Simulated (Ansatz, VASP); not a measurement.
## Two plane-wave programs on B3C

```xyz
4
Lattice="2.9055 0.0000 0.0000 0.0000 2.9055 0.0000 0.0000 0.0000 2.9055" Properties=species:S:1:pos:R:3 pbc="T T T"
B     1.4528    0.0000    0.0000
B     0.0000    1.4528    0.0000
B     0.0000    0.0000    1.4528
C     1.4528    1.4528    1.4528
```

Alike in both runs: task relaxation of cell and atoms; functional PBE; k mesh 16 × 16 × 16; occupations gaussian, width 0.1 eV; no spin polarisation.

|  | VASP | Ansatz |
| --- | --- | --- |
| version | VASP 6.6.1 | Ansatz 0.2.0 |
| potentials or method | VASP PAW PBE potentials, release 64 (B, C), cutoff 600 eV | scalar-relativistic, plane waves, PAW |
| valence electrons in the cell | 13 | 13 |

```tsv
	VASP	Ansatz	Ansatz less VASP
gap on the k mesh at the Fermi level, each at its own relaxed structure (eV)	none	none	-
relaxed volume (Å³/atom)	6.15	6.15	+0.001
relaxed length of the cell vector where the two differ most in proportion (Å)	2.909	2.909	+0.0001
```

A gap of «none» marks a metal or a gap that the smearing closes.
